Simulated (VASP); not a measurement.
# BaZrO3: relaxation of the atoms with PBE

The system is BaZrO3.

```
Ba Zr O
1.0
     4.19134    0.00000    0.00000
     0.00000    4.19134    0.00000
     0.00000    0.00000    4.19134
Ba Zr O
1 1 3
Direct
  0.00000 0.00000 0.00000
  0.50000 0.50000 0.50000
  0.00000 0.50000 0.50000
  0.50000 0.00000 0.50000
  0.50000 0.50000 0.00000
```

* Program: VASP 6.6.1
* Task: relaxation of the atoms
* Functional: PBE
* Potentials or basis: VASP PAW PBE potentials, release 64 (Ba_sv, Zr_sv, O)
* Cutoff: 520 eV
* k mesh: 5 × 5 × 5
* Occupations: fermi-dirac, width 0.02 eV
* Spin: no spin polarisation
* Dipole correction: no
* Further INCAR settings: ALGO = Normal; EDIFF = 1e-06; IBRION = 2; EDIFFG = -0.02; NSW = 80

* Pressure after relaxing: 5.1 GPa
* Band gap on the k mesh: 3.29 eV, indirect (least direct gap 3.41 eV)

Final structure:
```
CELL_PARAMETERS angstrom
4.19134 0.00000 0.00000
0.00000 4.19134 0.00000
0.00000 0.00000 4.19134
ATOMIC_POSITIONS crystal
Ba 0.00000 0.00000 0.00000
Zr 0.50000 0.50000 0.50000
O 0.00000 0.50000 0.50000
O 0.50000 0.00000 0.50000
O 0.50000 0.50000 0.00000
```

Levels at points of the mesh, in eV from the valence-band top:
| k point | band 16 | band 17 | band 18 | band 19 | band 20 | band 21 | band 22 | band 23 | band 24 |
| --- | --- | --- | --- | --- | --- | --- | --- | --- | --- |
| (0.00, 0.00, 0.00) | -0.88 | -0.88 | -0.12 | -0.12 | -0.12 | 3.29 | 3.29 | 3.29 | 4.76 |

It took 18 s on 1 thread of AMD EPYC 7R43 64-Core Processor (Zen 3), with other jobs on the host, peak memory 0.15 GiB.

Caveat: the relaxation stopped at its first step, so nothing moved; spin-orbit coupling is left out, which moves the levels of the heavy elements. Expect the measured gap to be larger: semilocal functionals such as PBE lack the derivative discontinuity.
